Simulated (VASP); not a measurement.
# NaCl (P4/mmm) in VASP: a series of runs

The runs below take NaCl through single point, with LDA.

All numbers are computed with VASP 6.6.1; they aren't measurements. Logs are shortened: lines on timing, memory, paths and dates and some standing lists are left out, and cuts for length are marked.

### Step 1. The cell of the first run

The structure is tetragonal, space group P4/mmm (No. 123). The conventional cell has a = 3.362 Å, b = 3.362 Å, c = 3.642 Å, α = 90.00°, β = 90.00°, γ = 90.00°. Na (site symmetry 4/mmm) has 8 Cl at 2.99 Å and 6 Na at 3.36 to 3.64 Å within 3.9 Å. Cl (site symmetry 4/mmm) has 8 Na at 2.99 Å and 6 Cl at 3.36 to 3.64 Å within 3.9 Å.

### Step 2. Single point, LDA (strain -0.040 along x and y, +0.040 along z)

The input, INCAR:

```
PREC = Accurate
ENCUT = 520
EDIFF = 1E-6
ISMEAR = 0
SIGMA = 0.05
LREAL = F
LASPH = T
NELM = 80
ALGO = Normal
ISIF = 2
LWAVE = F
LCHARG = T
GGA = CA
LELF = T
LVHAR = T
NBANDS = 14
```

The input, KPOINTS:

```
Automatic mesh
0
Gamma
  6 6 6
```

The input, POSCAR:

```
NaCl
1.0
    3.3621024000      0.0000000000      0.0000000000
    0.0000000000      3.3621024000      0.0000000000
    0.0000000000      0.0000000000      3.6422776000
Na Cl
1 1
Direct
    0.0000000000      0.0000000000      0.0000000000
    0.5000000000      0.5000000000      0.5000000000
```

Potentials or basis: VASP PAW LDA potentials, release 64 (Na_pv, Cl).

Started as:

```sh
$ cat potpaw_LDA.64/Na_pv/POTCAR potpaw_LDA.64/Cl/POTCAR > POTCAR
$ mpirun -np 1 vasp_std > vasp.out
```

OUTCAR:

```text
PREC = Accurate
   ENCUT = 520
   EDIFF = 1E-6
   ISMEAR = 0
   LREAL = F
   LASPH = T
   NELM = 80
   ISIF = 2
   GGA = CA

 ion  position               nearest neighbor table
   1  0.000  0.000  0.000-
   2  0.500  0.500  0.500-

  LATTYP: Found a simple tetragonal cell.
 ALAT       =     3.3621024000
 C/A-ratio  =     1.0833333333

  Lattice vectors:

 A1 = (   3.3621024000,   0.0000000000,   0.0000000000)
 A2 = (   0.0000000000,   3.3621024000,   0.0000000000)
 A3 = (   0.0000000000,   0.0000000000,   3.6422776000)

Analysis of symmetry for initial positions (statically):
=====================================================================
 Subroutine PRICEL returns:
 Original cell was already a primitive cell.

 Routine SETGRP: Setting up the symmetry group for a
 simple tetragonal supercell.

 Subroutine GETGRP returns: Found 16 space group operations
 (whereof 16 operations were pure point group operations)
 out of a pool of 16 trial point group operations.

The static configuration has the point symmetry D_4h.

Analysis of symmetry for dynamics (positions and initial velocities):
=====================================================================
 Subroutine PRICEL returns:
 Original cell was already a primitive cell.

 Routine SETGRP: Setting up the symmetry group for a
 simple tetragonal supercell.

 Subroutine GETGRP returns: Found 16 space group operations
 (whereof 16 operations were pure point group operations)
 out of a pool of 16 trial point group operations.

The dynamic configuration has the point symmetry D_4h.

 Subroutine INISYM returns: Found 16 space group operations
 (whereof 16 operations are pure point group operations),
 and found     1 'primitive' translations

----------------------------------------------------------------------------------------

                                     Primitive cell

  volume of cell :      41.1713

  direct lattice vectors                    reciprocal lattice vectors
     3.362102400  0.000000000  0.000000000     0.297432940  0.000000000  0.000000000
     0.000000000  3.362102400  0.000000000     0.000000000  0.297432940  0.000000000
     0.000000000  0.000000000  3.642277600     0.000000000  0.000000000  0.274553483

  length of vectors
     3.362102400  3.362102400  3.642277600     0.297432940  0.297432940  0.274553483

  position of ions in fractional coordinates (direct lattice)
     0.000000000  0.000000000  0.000000000
     0.500000000  0.500000000  0.500000000

  ion indices of the primitive-cell ions
   primitive index   ion index
                 1           1
                 2           2

----------------------------------------------------------------------------------------

 KPOINTS: Automatic mesh

Automatic generation of k-mesh.
 Grid dimensions read from file:
 generate k-points for:    6    6    6

 Generating k-lattice:

  Cartesian coordinates                     Fractional coordinates (reciprocal lattice)
     0.049572157  0.000000000  0.000000000     0.166666667  0.000000000  0.000000000
     0.000000000  0.049572157  0.000000000     0.000000000  0.166666667  0.000000000
     0.000000000  0.000000000  0.045758914     0.000000000  0.000000000  0.166666667

  Length of vectors
     0.049572157  0.049572157  0.045758914

  Shift w.r.t. Gamma in fractional coordinates (k-lattice)
     0.000000000  0.000000000  0.000000000

 Subroutine IBZKPT returns following result:
 ===========================================

 Found     40 irreducible k-points:

 Following reciprocal coordinates:
            Coordinates               Weight
  0.000000  0.000000  0.000000      1.000000
  0.166667  0.000000  0.000000      4.000000
  0.333333  0.000000  0.000000      4.000000
  0.500000  0.000000  0.000000      2.000000
  0.166667  0.166667  0.000000      4.000000
  0.333333  0.166667  0.000000      8.000000
[... 16 lines left out ...]
  0.333333  0.000000  0.333333      8.000000
  0.500000  0.000000  0.333333      4.000000
 [... further k-points ...]
   k-points           NKPTS =     40   k-points in BZ     NKDIM =     40   number of bands    NBANDS=     14
   number of dos      NEDOS =    301   number of ions     NIONS =      2
   total plane-waves  NPLWV =  21952
   dimension x,y,z NGX =    28 NGY =   28 NGZ =   28
   dimension x,y,z NGXF=    56 NGYF=   56 NGZF=   56
   ions per type =               1   1
   NGX,Y,Z   is equivalent  to a cutoff of  13.85, 13.85, 12.78 a.u.
   NGXF,Y,Z  is equivalent  to a cutoff of  27.69, 27.69, 25.56 a.u.
 SYSTEM =  unknown system
   PREC   = accura    normal or accurate (medium, high low for compatibility)
   ISTART =      0    job   : 0-new  1-cont  2-samecut
   ICHARG =      2    charge: 1-file 2-atom 10-const
   ISPIN  =      1    spin polarized calculation?
   LNONCOLLINEAR =      F non collinear calculations
   LSORBIT =      F    spin-orbit coupling
   LASPH  =      T    aspherical Exc in radial PAW
   ENCUT  =  520.0 eV  38.22 Ry    6.18 a.u.   6.25  6.25  6.77*2*pi/ulx,y,z
   NELM   =     80;   NELMIN=  2; NELMDL= -5     # of ELM steps
   EDIFF  = 0.1E-05   stopping-criterion for ELM
   LREAL  =      F    real-space projection
   EDIFFG = 0.1E-04   stopping-criterion for IOM
   NSW    =      0    number of steps for IOM
   IBRION =     -1    ionic relax: 0-MD 1-quasi-New 2-CG
   NFREE  =      0    steps in history (QN), initial steepest desc. (CG)
   ISIF   =      2    stress and relaxation
   ISYM   =      2    0-nonsym 1-usesym 2-fastsym
   POTIM  = 0.5000    time-step for ionic-motion
   TEBEG  =    0.0;   TEEND  =   0.0 temperature during run
   PSTRESS=    0.0 pullay stress
   NELECT =      14.0000    total number of electrons
   NUPDOWN=      -1.0000    fix difference up-down
   EMIN   =  10.00;   EMAX   =-10.00  energy-range for DOS
   EFERMI =   0.00;   METHOD = LEGACY
   ISMEAR =     0;   SIGMA  =   0.05  broadening in eV -4-tet -1-fermi 0-gaus
   EFERMI_NEDOS =   21; number of points for ismear=-14 and -15
   IALGO  =     38    algorithm
   IMIX   =      4    mixing-type and parameters
     AMIX     =   0.40;   BMIX     =  1.00
     AMIX_MAG =   1.60;   BMIX_MAG =  1.00
  volume/ion in A,a.u.               =      20.59       138.92
  Fermi-wavevector in a.u.,A,eV,Ry     =   1.142666  2.159325 17.764923  1.305685
  Thomas-Fermi vector in A             =   2.279363
   LORBIT       =      0    0 simple, 1 ext, 2 COOP (PROOUT), +10 PAW based schemes
   GGA     = CA    functional components
   LHFCALC =     F    Hartree Fock is set to
   AEXX    =    0.0000 exact exchange contribution
   IVDW    =     0    specifies the selected vdW correction
   LEPSILON=     F    determine dielectric tensor
   LRPA    =     F    only Hartree local field effects (RPA)
 non-spin polarized calculation
 Gauss-broadening in eV      SIGMA  =   0.05
  energy-cutoff  :      520.00
  volume of cell :       41.17
 maximum number of plane-waves:      1128
 NGX is ok and might be reduce to    28
   NGX = 13   NGY = 13   NGZ = 13

 number of electron      14.0000012 magnetization

 Free energy of the ion-electron system (eV)
  ---------------------------------------------------
  ext. energy  EPLUGINS =         0.00000000
  ---------------------------------------------------
  free energy    TOTEN  =        -7.05893357 eV

  energy without entropy =       -7.05893357  energy(sigma->0) =       -7.05893357

 E-fermi :   1.0627     XC(G=0):  -9.1401

 val. band max:        0.7299562672   @ k =   0.5000   0.0000   0.5000
 cond. band min:       4.1818235294   @ k =   0.0000   0.0000   0.0000
 fundamental gap:      3.4518672622
 Fermi energy:         1.0627356998

 k-point     1 :       0.0000    0.0000    0.0000
  band No.  band energies     occupation
      1     -21.4833      2.00000
      2     -21.4833      2.00000
      3     -21.4709      2.00000
      4     -12.9360      2.00000
      5      -0.4572      2.00000
      6       0.2402      2.00000
      7       0.2402      2.00000
      8       4.1818      0.00000
      9       8.5017      0.00000
     10       9.1494      0.00000
     11      15.3513      0.00000
     12      16.1652      0.00000
     13      16.1652      0.00000
     14      16.5986      0.00000

 k-point     2 :       0.1667    0.0000    0.0000
  band No.  band energies     occupation
      1     -21.4991      2.00000
      2     -21.4819      2.00000
      3     -21.4693      2.00000
      4     -12.8230      2.00000
      5      -0.7359      2.00000
      6      -0.3769      2.00000
      7       0.3108      2.00000
      8       4.9007      0.00000
      9       8.9666      0.00000
     10       9.7415      0.00000
     11      13.5898      0.00000
     12      15.0548      0.00000
     13      15.7597      0.00000
     14      16.4133      0.00000

 k-point     3 :       0.3333    0.0000    0.0000
  band No.  band energies     occupation
      1     -21.5306      2.00000
      2     -21.4791      2.00000
      3     -21.4660      2.00000
      4     -12.5801      2.00000
      5      -2.1391      2.00000
      6      -0.2067      2.00000
      7       0.4588      2.00000
      8       6.1396      0.00000
      9       9.8716      0.00000
     10       9.9892      0.00000
     11      11.9090      0.00000
     12      13.4654      0.00000
     13      14.7319      0.00000
     14      17.0331      0.00000
[... 324 lines left out ...]
 k-point    23 :       0.3333    0.0000    0.3333
  band No.  band energies     occupation
      1     -21.5253      2.00000
      2     -21.4875      2.00000
      3     -21.4774      2.00000
      4     -12.4108      2.00000
      5      -1.8469      2.00000
      6      -1.6096      2.00000
      7       0.5966      2.00000
      8       6.7379      0.00000
      9       8.9435      0.00000
     10      10.9812      0.00000
     11      12.4165      0.00000
     12      13.6450      0.00000
     13      14.0220      0.00000
     14      16.0271      0.00000

 k-point    24 :       0.5000    0.0000    0.3333
  band No.  band energies     occupation
      1     -21.5397      2.00000
      2     -21.4846      2.00000
      3     -21.4761      2.00000
      4     -12.3021      2.00000
      5      -2.2848      2.00000
      6      -1.4854      2.00000
      7       0.6800      2.00000
      8       6.2163      0.00000
      9       9.3252      0.00000
     10      11.6528      0.00000
     11      11.7150      0.00000
     12      13.2448      0.00000
     13      14.0333      0.00000
     14      16.8390      0.00000

 [... further k-points ...]
[... 5 lines left out ...]
  --------------------------------------------------------------------------------------
  -------------------------------------------------------------------------------------
  Total        0.0039065      0.0039065     -1.5703901      0.0000000      0.0000000      0.0000000
  in kB        0.1520210      0.1520210    -61.1115392      0.0000000      0.0000000      0.0000000
  external PRESSURE =     -20.2691657 kB  Pullay stress =       0.0000000 kB

 VOLUME and BASIS-vectors are now :
 -----------------------------------------------------------------------------
  energy-cutoff  :      520.00
  volume of cell :       41.17
      direct lattice vectors                 reciprocal lattice vectors
     3.362102400  0.000000000  0.000000000     0.297432940  0.000000000  0.000000000
     0.000000000  3.362102400  0.000000000     0.000000000  0.297432940  0.000000000
     0.000000000  0.000000000  3.642277600     0.000000000  0.000000000  0.274553483

 POSITION                                       TOTAL-FORCE (eV/Angst)
 -----------------------------------------------------------------------------------
      0.00000      0.00000      0.00000         0.000000      0.000000      0.000000
      1.68105      1.68105      1.82114         0.000000      0.000000      0.000000
 -----------------------------------------------------------------------------------
    total drift:                               -0.000000      0.000000      0.000000

  FREE ENERGIE OF THE ION-ELECTRON SYSTEM (eV)
  ---------------------------------------------------
  free  energy   TOTEN  =        -7.0589335688 eV

  energy  without entropy=       -7.0589335688  energy(sigma->0) =       -7.05893357
```

Wall time 9.5 s (1 thread of AMD EPYC 9R45 (Zen 5), shared host); peak memory 0.11 GiB.

What came out:

- Free energy: -7.0589 eV
- Pressure: -2.0 GPa
- Band gap on the k mesh: 3.45 eV, indirect (least direct gap 3.94 eV)

Caveat: the cell differs from its parent crystal (strain -0.040 along x and y, +0.040 along z).

### Step 3. Single point, LDA (strain -0.040 along x and y, +0.080 along z)

The input, INCAR:

```
SYSTEM = NaCl
PREC = Accurate ; ENCUT = 520
EDIFF = 1E-7 ; ISMEAR = 0
SIGMA = 0.05 ; LREAL = .FALSE.
LASPH = .TRUE. ; NELM = 100
ALGO = Normal ; ISIF = 2
LWAVE = .FALSE. ; LCHARG = .FALSE.
NBANDS = 14
```

The input, KPOINTS:

```
Automatic mesh
0
G
  6 6 6
  0 0 0
```

Edit POSCAR of step 2 so:

```diff
@@ -4,3 +4,3 @@
     0.0000000000      3.3621024000      0.0000000000
-    0.0000000000      0.0000000000      3.6422776000
+    0.0000000000      0.0000000000      3.7823652000
 Na Cl
```

Potentials or basis: VASP PAW LDA potentials, release 64 (Na_pv, Cl).

Started as:

```sh
$ cat potpaw_LDA.64/Na_pv/POTCAR potpaw_LDA.64/Cl/POTCAR > POTCAR
$ mpirun -np 1 vasp_std > vasp.out
```

It took 9.5 s on 1 thread of AMD EPYC 9R45 (Zen 5), shared host; peak memory 0.11 GiB.

It converged, with:

- Free energy: -6.9874 eV
- Pressure: -2.8 GPa
- Band gap on the k mesh: 3.13 eV, indirect (least direct gap 3.57 eV)

Stress tensor (GPa, compression positive):
```
 0.05  0.00  0.00
 0.00  0.05  0.00
 0.00  0.00 -8.36
```

Levels at points of the mesh, in eV from the valence-band top:
| k point | band 5 | band 6 | band 7 | band 8 | band 9 | band 10 |
| --- | --- | --- | --- | --- | --- | --- |
| (0.00, 0.00, 0.00) | -1.41 | -0.45 | -0.45 | 3.13 | 7.66 | 8.54 |
| (0.50, 0.00, 0.00) | -3.37 | -1.04 | -0.15 | 5.97 | 7.99 | 9.97 |
| (0.50, 0.50, 0.00) | -2.57 | -2.57 | -0.66 | 5.31 | 8.65 | 10.08 |
| (0.00, 0.00, 0.50) | -3.41 | -0.32 | -0.32 | 6.56 | 7.38 | 10.14 |
| (0.50, 0.00, 0.50) | -2.86 | -2.51 | 0.00 | 4.68 | 9.70 | 9.76 |
| (0.50, 0.50, 0.50) | -2.30 | -2.30 | -1.96 | 6.48 | 6.48 | 6.53 |

Caveat: the cell differs from its parent crystal (strain -0.040 along x and y, +0.080 along z). A k mesh can miss the band edges.
